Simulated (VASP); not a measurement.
Here is a VASP 6.6.1 calculation.

INCAR

```
SYSTEM = Pb
ALGO = Fast
EDIFF = 1E-7
ENCUT = 520
GGA = PS
ISIF = 2
ISMEAR = 0
LASPH = .True.
LCHARG = .False.
LREAL = .False.
LWAVE = .False.
NBANDS = 13
NELM = 60
PREC = Accurate
SIGMA = 0.1
```

KPOINTS

```
k-points
0
Gamma
  10 10 10
  0 0 0
```

Contents of POSCAR:

```
Pb
1.0
   -2.0752056886      2.0752056886      1.7384026216
    2.0752056886     -2.0752056886      1.7384026216
    2.0752056886      2.0752056886     -1.7384026216
Pb
1
Direct
    0.0000000000      0.0000000000      0.0000000000
```

Potentials or basis: VASP PAW PBE potentials, release 64 (Pb_d).

Command:

```sh
$ cat potpaw_PBE.64/Pb_d/POTCAR > POTCAR
$ mpirun -np 1 vasp_std > vasp.out
```

Estimate the band gap on the k mesh.

zero (band 7 reaches 13.98 eV, above the bottom of band 8 at 5.50 eV).

Estimate the pressure.

0.2 GPa.

Stress tensor (GPa, compression positive):
```
0.29 0.00 0.00
0.00 0.29 0.00
0.00 0.00 0.01
```

Caveat: the PAW data sets were made with another functional, which shifts forces and pressure a little; spin-orbit coupling is left out, which moves the levels of the heavy elements.
